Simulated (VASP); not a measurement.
# TaN (P6_3mc) in VASP: electric field gradients with PBE

Aim: the electric field gradients of TaN with PBE.

Everything below comes from runs of VASP 6.6.1. Logs are shortened: lines on timing, memory, paths and dates and some standing lists are left out, and cuts for length are marked.

## (1) The cell of the first run

The structure is hexagonal, space group P6_3mc (No. 186). The conventional cell has a = 3.050 Å, b = 3.050 Å, c = 4.940 Å, α = 90.00°, β = 90.00°, γ = 120.00°. Within 2.5 Å of Ta (site symmetry 3m) lie 4 N at 1.85 to 1.90 Å. N (site symmetry 3m) has 4 Ta at 1.85 to 1.90 Å within 2.5 Å.

## (2) Electric field gradients, PBE, collinear spin, ferromagnetic start

Input file INCAR:

```
PREC     = Accurate       # precision mode
ENCUT    = 520            # plane-wave cutoff, eV
EDIFF    = 1E-8           # SCF threshold, eV
ISMEAR   = -1             # smearing method
SIGMA    = 0.02           # smearing width, eV
LREAL    = F              # projectors in reciprocal space
LASPH    = T              # aspherical terms in the spheres
NELM     = 150            # most SCF steps
ALGO     = Normal         # electronic algorithm
ISIF     = 2              # what is computed and relaxed
LWAVE    = F              # write WAVECAR
LCHARG   = F              # write CHGCAR
ISPIN    = 2              # spin polarisation
MAGMOM   = 2 2 0 0        # initial moments
LORBIT   = 11             # projections on sites
LMAXMIX  = 4              # l up to which the mixer works
GGA      = PE             # functional
LEFG     = T            
NBANDS   = 28             # bands
```

Input file KPOINTS:

```
Automatic mesh
0
Gamma
  11 11 6
```

Input file POSCAR:

```
TaN
1.0
    3.0500010905      0.0000000000      0.0000000000
   -1.5250005453      2.6413784260      0.0000000000
    0.0000000000      0.0000000000      4.9400000000
Ta N
2 2
Direct
    0.3333333333      0.6666666667      0.0000000000
    0.6666666667      0.3333333333      0.5000000000
    0.3333333333      0.6666666667      0.3850000000
    0.6666666667      0.3333333333      0.8850000000
```

Potentials or basis: VASP PAW PBE potentials, release 64 (Ta_pv, N).

Command:

```sh
$ cat potpaw_PBE.64/Ta_pv/POTCAR potpaw_PBE.64/N/POTCAR > POTCAR
$ mpirun -np 1 vasp_std > vasp.out
```

OUTCAR:

```text
PREC = Accurate
   ENCUT = 520
   EDIFF = 1E-8
   ISMEAR = -1
   LREAL = F
   LASPH = T
   NELM = 150
   ISIF = 2
   ISPIN = 2
   LORBIT = 11
   GGA = PE

 ion  position               nearest neighbor table
   1  0.333  0.667  0.000-   4 1.85   4 1.85   4 1.85   3 1.90   2 3.03   2 3.03   2 3.03   2 3.03
                             2 3.03   2 3.03
   2  0.667  0.333  0.500-   3 1.85   3 1.85   3 1.85   4 1.90   1 3.03   1 3.03   1 3.03   1 3.03
                             1 3.03   1 3.03
   3  0.333  0.667  0.385-   2 1.85   2 1.85   2 1.85   1 1.90
   4  0.667  0.333  0.885-   1 1.85   1 1.85   1 1.85   2 1.90

  LATTYP: Found a hexagonal cell.
 ALAT       =     3.0500010905
 C/A-ratio  =     1.6196715520

  Lattice vectors:

 A1 = (   3.0500010905,   0.0000000000,   0.0000000000)
 A2 = (  -1.5250005453,   2.6413784260,   0.0000000000)
 A3 = (   0.0000000000,   0.0000000000,   4.9400000000)

Analysis of symmetry for initial positions (statically):
=====================================================================
 Subroutine PRICEL returns:
 Original cell was already a primitive cell.

 Routine SETGRP: Setting up the symmetry group for a
 hexagonal supercell.

 Subroutine GETGRP returns: Found 12 space group operations
 (whereof  6 operations were pure point group operations)
 out of a pool of 24 trial point group operations.

The static configuration has the point symmetry C_3v.
 The point group associated with its full space group is C_6v.

Analysis of symmetry for dynamics (positions and initial velocities):
=====================================================================
 Subroutine PRICEL returns:
 Original cell was already a primitive cell.

 Routine SETGRP: Setting up the symmetry group for a
 hexagonal supercell.

 Subroutine GETGRP returns: Found 12 space group operations
 (whereof  6 operations were pure point group operations)
 out of a pool of 24 trial point group operations.

The dynamic configuration has the point symmetry C_3v.
 The point group associated with its full space group is C_6v.

Analysis of structural, dynamic, and magnetic symmetry:
=====================================================================
 Subroutine PRICEL returns:
 Original cell was already a primitive cell.

 Routine SETGRP: Setting up the symmetry group for a
 hexagonal supercell.

 Subroutine GETGRP returns: Found 12 space group operations
 (whereof  6 operations were pure point group operations)
 out of a pool of 24 trial point group operations.

The overall configuration has the point symmetry C_3v.
 The point group associated with its full space group is C_6v.

 Subroutine INISYM returns: Found 12 space group operations
 (whereof  6 operations are pure point group operations),
 and found     1 'primitive' translations

----------------------------------------------------------------------------------------

                                     Primitive cell

  volume of cell :      39.7977

  direct lattice vectors                    reciprocal lattice vectors
     3.050001090  0.000000000  0.000000000     0.327868735  0.189295103  0.000000000
    -1.525000545  2.641378426  0.000000000     0.000000000  0.378590205  0.000000000
     0.000000000  0.000000000  4.940000000     0.000000000  0.000000000  0.202429150

  length of vectors
     3.050001090  3.050001091  4.940000000     0.378590205  0.378590205  0.202429150

  position of ions in fractional coordinates (direct lattice)
     0.333333333  0.666666667  0.000000000
     0.666666667  0.333333333  0.500000000
     0.333333333  0.666666667  0.385000000
     0.666666667  0.333333333  0.885000000

  ion indices of the primitive-cell ions
   primitive index   ion index
                 1           1
                 2           2
                 3           3
                 4           4

----------------------------------------------------------------------------------------
[... 82 lines left out ...]
   NUPDOWN=      -1.0000    fix difference up-down
   EMIN   =  10.00;   EMAX   =-10.00  energy-range for DOS
   EFERMI =   0.00;   METHOD = LEGACY
   ISMEAR =    -1;   SIGMA  =   0.02  broadening in eV -4-tet -1-fermi 0-gaus
   EFERMI_NEDOS =   21; number of points for ismear=-14 and -15
   IALGO  =     38    algorithm
   IMIX   =      4    mixing-type and parameters
     AMIX     =   0.40;   BMIX     =  1.00
     AMIX_MAG =   1.60;   BMIX_MAG =  1.00
  volume/ion in A,a.u.               =       9.95        67.14
  Fermi-wavevector in a.u.,A,eV,Ry     =   1.522319  2.876766 31.530886  2.317455
  Thomas-Fermi vector in A             =   2.630914
   LORBIT       =     11    0 simple, 1 ext, 2 COOP (PROOUT), +10 PAW based schemes
   GGA     = PE    functional components
   LHFCALC =     F    Hartree Fock is set to
   AEXX    =    0.0000 exact exchange contribution
   IVDW    =     0    specifies the selected vdW correction
   LEPSILON=     F    determine dielectric tensor
   LRPA    =     F    only Hartree local field effects (RPA)
 spin polarized calculation
  energy-cutoff  :      520.00
  volume of cell :       39.80
 maximum number of plane-waves:      1093
 NGX is ok and might be reduce to    24
   NGX = 11   NGY = 11   NGZ = 19

 number of electron      32.0000000 magnetization       0.0000740

 number of electron      32.0000000 magnetization      -0.0000129

 Free energy of the ion-electron system (eV)
  ---------------------------------------------------
  ext. energy  EPLUGINS =         0.00000000
  ---------------------------------------------------
  free energy    TOTEN  =       -37.67809728 eV

  energy without entropy =      -37.67495677  energy(sigma->0) =      -37.67652703

 E-fermi :   9.7826     XC(G=0): -13.5437

 val. band max:        9.7756705464   @ k =   0.1818   0.0909   0.5000
 cond. band min:       9.8272932038   @ k =   0.0000   0.0000   0.1667
 fundamental gap:      0.0516226574
 Fermi energy:         9.7826246565

 spin component 1

 k-point     1 :       0.0000    0.0000    0.0000
  band No.  band energies     occupation
      1     -26.3271      1.00000
      2     -25.2231      1.00000
      3     -25.2231      1.00000
      4     -25.0320      1.00000
      5     -25.0320      1.00000
      6     -24.9717      1.00000
[... 733 lines left out ...]
     27      21.0791      0.00000
     28      23.4237      0.00000

 [... further k-points ...]

 spin component 2

 k-point     1 :       0.0000    0.0000    0.0000
  band No.  band energies     occupation
      1     -26.3270      1.00000
      2     -25.2231      1.00000
      3     -25.2231      1.00000
      4     -25.0320      1.00000
      5     -25.0320      1.00000
      6     -24.9717      1.00000
[... 733 lines left out ...]
     27      21.0791      0.00000
     28      23.4304      0.00000

 [... further k-points ...]
[... 5 lines left out ...]
  --------------------------------------------------------------------------------------
  -------------------------------------------------------------------------------------
  Total       36.8613835     36.8613835     30.7497500     -0.0000000      0.0000000      0.0000000
  in kB     1483.9683684   1483.9683684   1237.9257650     -0.0000000      0.0000000      0.0000000
  external PRESSURE =    1401.9541673 kB  Pullay stress =       0.0000000 kB

 VOLUME and BASIS-vectors are now :
 -----------------------------------------------------------------------------
  energy-cutoff  :      520.00
  volume of cell :       39.80
      direct lattice vectors                 reciprocal lattice vectors
     3.050001090  0.000000000  0.000000000     0.327868735  0.189295103  0.000000000
    -1.525000545  2.641378426  0.000000000     0.000000000  0.378590205  0.000000000
     0.000000000  0.000000000  4.940000000     0.000000000  0.000000000  0.202429150

 POSITION                                       TOTAL-FORCE (eV/Angst)
 -----------------------------------------------------------------------------------
     -0.00000      1.76092      0.00000         0.000000     -0.000000      2.433752
      1.52500      0.88046      2.47000         0.000000      0.000000      2.433752
     -0.00000      1.76092      1.90190        -0.000000      0.000000     -2.433752
      1.52500      0.88046      4.37190         0.000000      0.000000     -2.433752
 -----------------------------------------------------------------------------------
    total drift:                               -0.000000      0.000000      0.000570

  FREE ENERGIE OF THE ION-ELECTRON SYSTEM (eV)
  ---------------------------------------------------
  free  energy   TOTEN  =       -37.6780972805 eV

  energy  without entropy=      -37.6749567697  energy(sigma->0) =      -37.67652703

 Electric field gradients (V/A^2)
---------------------------------------------------------------------
 ion       V_xx      V_yy      V_zz      V_xy      V_xz      V_yz
---------------------------------------------------------------------
   1     -62.656   -62.656   125.312    -0.000    -0.000     0.000
   2     -62.656   -62.656   125.312    -0.000     0.000    -0.000
   3      -5.426    -5.426    10.852     0.001     0.000    -0.000
   4      -5.426    -5.426    10.852     0.001    -0.000     0.000
---------------------------------------------------------------------

 Electric field gradients after diagonalization (V/A^2)
 (convention: |V_zz| > |V_xx| > |V_yy|)
----------------------------------------------------------------------
 ion       V_xx      V_yy      V_zz     asymmetry (V_yy - V_xx)/ V_zz
----------------------------------------------------------------------
   1     -62.657   -62.656   125.312       0.000
   2     -62.657   -62.656   125.312       0.000
   3      -5.427    -5.425    10.852       0.000
   4      -5.427    -5.425    10.852       0.000
----------------------------------------------------------------------

           NMR quadrupolar parameters

 Cq : quadrupolar parameter    Cq=e*Q*V_zz/h
 eta: asymmetry parameters     (V_yy - V_xx)/ V_zz
 Q  : nuclear electric quadrupole moment in mb (millibarn)
----------------------------------------------------------------------
 ion       Cq(MHz)       eta       Q (mb)
----------------------------------------------------------------------
   1       0.303       0.000       1.000
   2       0.303       0.000       1.000
   3       0.026       0.000       1.000
   4       0.026       0.000       1.000
----------------------------------------------------------------------

 total charge

# of ion       s       p       d       tot
------------------------------------------
    1        0.405   6.406   3.004   9.815
    2        0.405   6.406   3.004   9.815
    3        1.297   2.759   0.000   4.057
    4        1.297   2.759   0.000   4.057
--------------------------------------------------
tot          3.405  18.331   6.008  27.744

 magnetization (x)

# of ion       s       p       d       tot
------------------------------------------
    1       -0.000  -0.000  -0.000  -0.000
    2       -0.000  -0.000  -0.000  -0.000
    3        0.000  -0.000   0.000   0.000
    4        0.000  -0.000   0.000   0.000
--------------------------------------------------
tot          0.000  -0.000  -0.000  -0.000
```

Run time: 97 s. Hardware: 1 thread of AMD EPYC 9R45 (Zen 5), shared host; peak memory 0.21 GiB.

What came out:

- Free energy: -37.6781 eV
- Pressure: 140.2 GPa
- Largest force: 2.434 eV/Å
- Band gap on the k mesh: zero (filled and empty bands overlap)
- Net moment: 0.00 μB per cell
- Valence electrons inside the program's atomic spheres: Ta 9.81; N 4.06

Forces in eV/Å, atoms in the order of the input:
```
Ta   0.000  0.000  2.434
Ta   0.000  0.000  2.434
N    0.000  0.000 -2.434
N    0.000  0.000 -2.434
```

Levels at points of the mesh, in eV from the Fermi level:
Spin up:
```
           k point  band 14  band 15  band 16  band 17  band 18  band 19
(0.00, 0.00, 0.00)    -7.56    -0.82    -0.82    -0.34     2.15     2.68
(0.00, 0.00, 0.50)    -8.46     1.22     1.22     1.22     1.22     1.87
```
Spin down:
```tsv
k point	band 13	band 14	band 15	band 16	band 17	band 18	band 19	band 20
(0.00, 0.00, 0.00)	-7.88	-7.56	-0.82	-0.82	-0.34	2.15	2.68	2.68
(0.00, 0.00, 0.50)	-8.46	-8.46	1.22	1.22	1.22	1.22	1.87	1.87
```

Electric field gradients, principal values (V/Å²):
```csv
atom,least,middle,greatest (by size)
1 Ta,-62.656,-62.657,125.312
2 Ta,-62.656,-62.657,125.312
3 N,-5.425,-5.427,10.852
4 N,-5.425,-5.427,10.852
```

Caveat: without QUAD_EFG the Cq values of the log hold for a quadrupole moment of 1 mb, not for the nuclei; spin-orbit coupling is left out, which moves the levels of the heavy elements; forces of over 1 eV/Å act on the atoms, so gaps and moduli don't describe the material at rest.
